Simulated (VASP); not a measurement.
Input of a VASP 6.6.1 run:

File INCAR:

```
  PREC = Accurate
  ENCUT = 600
  EDIFF = 1E-6
  ISMEAR = 0
  SIGMA = 0.1
  LREAL = False
  LASPH = True
  NELM = 60
  ALGO = Normal
  ISIF = 3
  LWAVE = False
  LCHARG = False
  GGA = PE
  IBRION = 2
  NSW = 90
  EDIFFG = -0.04
```

The input KPOINTS:

```
Automatic mesh
0
Gamma
  6 6 6
```

The input POSCAR:

```
BeS2
1.0
   -1.9978372521      1.9978372521      3.2766585266
    1.9978372521     -1.9978372521      3.2766585266
    1.9978372521      1.9978372521     -3.2766585266
Be S
1 2
Direct
    0.0000000000      0.0000000000      0.0000000000
    0.5930000000      0.5930000000      0.0000000000
    0.4070000000      0.4070000000      0.0000000000
```

Potentials or basis: VASP PAW PBE potentials, release 64 (Be, S).

The run is started by

```bash
$ cat potpaw_PBE.64/Be/POTCAR potpaw_PBE.64/S/POTCAR > POTCAR
$ mpirun -np 1 vasp_std > vasp.out
```

Question: Estimate the space group after relaxing (to 0.05 Å).

Answer: I4/mmm (No. 139).

Question: Estimate the relaxed volume.

Answer: 16.21 Å³/atom.

Question: Predict the band gap on the k mesh.

Answer: Zero (band 7 reaches 6.58 eV, above the bottom of band 8 at 4.84 eV).

Question: Estimate the relaxed cell.

Answer: a = 5.455 Å, b = 5.455 Å, c = 5.455 Å, α = 146.73°, β = 146.73°, γ = 47.76°.

Forces on the atoms (eV/Å):
```
Be   0.000  0.000  0.000
S    0.000  0.000  0.037
S    0.000  0.000 -0.037
```

Caveat: the k points lie up to 0.47 Å⁻¹ apart in the final cell.
